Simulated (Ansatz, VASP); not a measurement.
SrRhN2: VASP beside Ansatz

INCAR

```
SYSTEM = SrRhN2
ALGO = Normal ; DIPOL = 0.5 0.5 0.500
EDIFF = 1E-7 ; ENCUT = 520
GGA = PE ; IDIPOL = 3
ISIF = 2 ; ISMEAR = 0
ISPIN = 2 ; LASPH = .True.
LCHARG = .False. ; LDIPOL = .True.
LMAXMIX = 4 ; LORBIT = 11
LREAL = .False. ; LWAVE = .False.
MAGMOM = 0 1 0 0 ; NBANDS = 30
NELM = 150 ; PREC = Accurate
SIGMA = 0.1
```

File KPOINTS:

```
k-points
0
Gamma
  6 6 1
  0 0 0
```

File POSCAR:

```
SrRhN2
1.0
    3.4338430000      0.0000000000      0.0000000000
    0.0000000000      3.4338430000      0.0000000000
    0.0000000000      0.0000000000     17.0000000000
Sr Rh N
1 1 2
Direct
    0.5000000000      0.5000000000      0.5000000000
    0.0000000000      0.0000000000      0.5000000000
    0.0000000000      0.0000000000      0.5851440000
    0.0000000000      0.0000000000      0.4148560000
```

Input for Ansatz:

```yaml
crystal:
  lattice:
    - [3.433843, 0.0, 0.0]
    - [0.0, 3.433843, 0.0]
    - [0.0, 0.0, 17.0]
  atoms:
    - { symbol: Sr, position: [0.5, 0.5, 0.5] }
    - { symbol: Rh, position: [0.0, 0.0, 0.5], spin: 1.0 }
    - { symbol: "N", position: [0.0, 0.0, 0.585144] }
    - { symbol: "N", position: [0.0, 0.0, 0.414856] }
  periodic: [true, true, false]
basis:
  ecutwfc: 420
kpoints:
  mp_grid: { grid: [6, 6, 1] }
hamiltonian:
  xc: pbe
scf:
  occupations: { method: gaussian, width: 0.1 }
  lower_state_search: "off"
output:
  forces: true
  stress: true
  eigenvalues: true
  populations: true
magnetization:
  spin_polarized: true
```

Alike in both runs: task single point; functional PBE; k mesh 6 × 6 × 1; occupations gaussian, width 0.1 eV; collinear spin.

|  | VASP | Ansatz |
| --- | --- | --- |
| version | VASP 6.6.1 | Ansatz 0.2.0 |
| potentials or method | VASP PAW PBE potentials, release 64 (Sr_sv, Rh_pv, N), cutoff 520 eV | scalar-relativistic, plane waves, PAW |
| valence electrons in the cell | 35 | 37 |

```tsv
	VASP	Ansatz	Ansatz less VASP
gap on the k mesh at the Fermi level (eV)	none	none	-
rms of the force components (eV/Å)	11.952	11.683	-0.2694
net moment per atom (μB)	0.22	0.22	0.000
size of the moment on the site where the two differ most (μB)	0.30	0.04	-0.257
```

Site moments also hang on the region over which each program counts them. Atom by atom the forces differ by 0.269 eV/Å (rms over components). A gap of «none» marks a metal or a gap that the smearing closes. With one functional, cell and mesh, what is left measures potentials, basis and numerics. VASP's potentials hold 35 valence electrons a cell and Ansatz's 37, so a difference there can come from the potentials and not from the codes. Ansatz's warnings: slab cell height set.
